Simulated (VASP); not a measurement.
Set up this calculation in VASP 6.6.1, as the native input.

| Property | Result |
| --- | --- |
| Task | single point |
| Functional | PBEsol |
| Potentials or basis | VASP PAW PBE potentials, release 64 (Al) |
| Cutoff | 520 eV |
| k mesh | 24 × 24 × 14 |
| Occupations | gaussian, width 0.15 eV |
| Spin | no spin polarisation |
| Dipole correction | no |
| Further INCAR settings | ALGO = Fast; EDIFF = 1e-06; NBANDS = 10 |

The structure of Al lies in POSCAR:

```
Al
1.0
    2.8500694993      0.1869645591      0.0000000000
   -1.2631186918      2.3747503094      0.0000000000
    0.0000000000      0.0000000000      4.6373174459
Al
2
Direct
    0.6666666667      0.3333333333      0.7500000000
    0.3333333333      0.6666666667      0.2500000000
```

This cell differs from its parent crystal: strain +0.1312 x Voigt [0, 0, 0, 0, 0, 1].

The input as run:

INCAR

```
SYSTEM = Al
PREC     = Accurate       ! precision mode
ENCUT    = 520            ! plane-wave cutoff, eV
EDIFF    = 1E-6           ! SCF threshold, eV
ISMEAR   = 0              ! smearing method
SIGMA    = 0.15           ! smearing width, eV
LREAL    = .False.        ! projectors in reciprocal space
LASPH    = .True.         ! aspherical terms in the spheres
NELM     = 100            ! most SCF steps
ALGO     = Fast           ! electronic algorithm
ISIF     = 2              ! what is computed and relaxed
LWAVE    = .False.        ! write WAVECAR
LCHARG   = .False.        ! write CHGCAR
GGA      = PS             ! functional
NBANDS   = 10             ! bands
```

KPOINTS

```
regular mesh
0
Gamma
  24 24 14
  0 0 0
```

Potentials or basis: VASP PAW PBE potentials, release 64 (Al).

The run is started by

```bash
$ cat potpaw_PBE.64/Al/POTCAR > POTCAR
$ mpirun -np 1 vasp_std > vasp.out
```

Results of the run:

```
Pressure               : 1.5 GPa
Largest force          : 0.056 eV/Å
Band gap on the k mesh : zero (bands 3 and 4 overlap by 8.37 eV)
```

Caveat: the cell differs from its parent crystal (strain +0.1312 x Voigt [0, 0, 0, 0, 0, 1]); the PAW data sets were made with another functional, which shifts forces and pressure a little.

It took 3.2 min on 1 thread of Intel(R) Xeon(R) 6975P-C (Granite Rapids), on a shared host, peak memory 0.65 GiB.
